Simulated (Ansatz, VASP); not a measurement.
# TePb in VASP and in Ansatz

INCAR

```
  PREC = Accurate
  ENCUT = 520
  EDIFF = 1E-7
  ISMEAR = 0
  SIGMA = 0.1
  LREAL = F
  LASPH = T
  NELM = 100
  ALGO = Normal
  ISIF = 2
  LWAVE = F
  LCHARG = F
  GGA = PE
  IVDW = 12
  NBANDS = 17
```

The input KPOINTS:

```
regular mesh
0
Gamma
  10 10 10
```

The input POSCAR:

```
TePb
1.0
    4.0037434939      0.0000000000      0.0000000000
    0.0000000000      4.0037434939      0.0000000000
    0.0000000000      0.0000000000      4.0037434939
Te Pb
1 1
Direct
    0.5000000000      0.5000000000      0.5000000000
    0.0000000000      0.0000000000      0.0000000000
```

Input for Ansatz:

```yaml
crystal:
  lattice:
    - [4.0037434939, 0.0, 0.0]
    - [0.0, 4.0037434939, 0.0]
    - [0.0, 0.0, 4.0037434939]
  atoms:
    - { symbol: Te, position: [0.5, 0.5, 0.5] }
    - { symbol: Pb, position: [0.0, 0.0, 0.0] }
basis:
  ecutwfc: 420
kpoints:
  mp_grid: { grid: [10, 10, 10] }
hamiltonian:
  xc: pbe
  dispersion: d3bj
scf:
  occupations: { method: gaussian, width: 0.1 }
output:
  forces: true
  stress: true
  eigenvalues: true
```

Alike in both runs: task single point; functional PBE; dispersion D3(BJ); k mesh 10 × 10 × 10; occupations gaussian, width 0.1 eV; no spin polarisation.

```csv
,VASP,Ansatz
version,VASP 6.6.1,Ansatz 0.2.0
potentials or method,"VASP PAW PBE potentials, release 64 (Te, Pb_d), cutoff 520 eV","scalar-relativistic, plane waves, PAW"
valence electrons in the cell,20,30
```

```tsv
	VASP	Ansatz	Ansatz less VASP
gap on the k mesh at the Fermi level (eV)	none	none	-
pressure (GPa)	-1.8	-1.8	+0.04
```

A gap of «none» marks a metal or a gap that the smearing closes. VASP's potentials hold 20 valence electrons a cell and Ansatz's 30, so a difference there can come from the potentials and not from the codes. Ansatz's warnings: dispersion switch in reach.

Neither program's run includes spin-orbit coupling.
